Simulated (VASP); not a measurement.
Runs of VASP 6.6.1 on GaSb. The structure is that of space group I-4m2 (No. 119), or close to it. The cells are those of the table. 

```csv
task,level,potentials or basis,cell,cutoff (eV),gap on the mesh (eV),pressure (GPa)
relaxation of cell and atoms,PBEsol,"VASP PAW PBE potentials, release 64 (Sb, Ga_d)","relaxed to 20 GPa from a = 4.206 Å, angles 98.2, 98.2, 135.6°, 2 atoms",600,none,20.0
single point,LDA,"VASP PAW LDA potentials, release 64 (Sb, Ga_d)","a = 4.206 Å, angles 98.2, 98.2, 135.6°, 2 atoms",520,none,(a)
single point,r2SCAN,"VASP PAW PBE potentials, release 64 (Sb, Ga_d)","a = 4.206 Å, angles 98.2, 98.2, 135.6°, 2 atoms",520,none,-1.5
single point,PBEsol,"VASP PAW PBE potentials, release 64 (Sb, Ga_d)","a = 4.206 Å, angles 98.2, 98.2, 135.6°, 2 atoms",520,none,(b)
single point,r2SCAN,"VASP PAW PBE potentials, release 64 (Sb, Ga_d)","a = 4.178 Å, angles 98.2, 98.2, 135.6°, 2 atoms",520,none,-0.4
single point,r2SCAN,"VASP PAW PBE potentials, release 64 (Sb, Ga_d)","a = 4.149 Å, angles 98.2, 98.2, 135.6°, 2 atoms",520,none,0.9
single point,LDA,"VASP PAW LDA potentials, release 64 (Sb, Ga_d)","a = 4.262 Å, angles 98.2, 98.2, 135.6°, 2 atoms",520,none,-5.8
relaxation of cell and atoms,PBEsol,"VASP PAW PBE potentials, release 64 (Sb, Ga_d)","relaxed to 10 GPa from a = 4.206 Å, angles 98.2, 98.2, 135.6°, 2 atoms",600,none,10.0
```

Alike in all rows: no spin polarisation; k mesh 10 × 10 × 10; smearing fermi-dirac 0.05 eV.

Estimate the missing entries.

(a) -4.2; (b) -2.9.

Caveats: spin-orbit coupling is left out, which moves the levels of the heavy elements; the PAW data sets were made with another functional, which shifts forces and pressure a little (at least some runs); the cell is relaxed towards a set pressure, so the run minimises the enthalpy, not the energy (at least some runs); the cell stands under tension (at least some runs).

A k mesh can miss the band edges, and the runs leave out spin-orbit coupling on Ga, Sb.

A gap of «none» marks levels without a gap at the run's occupations.
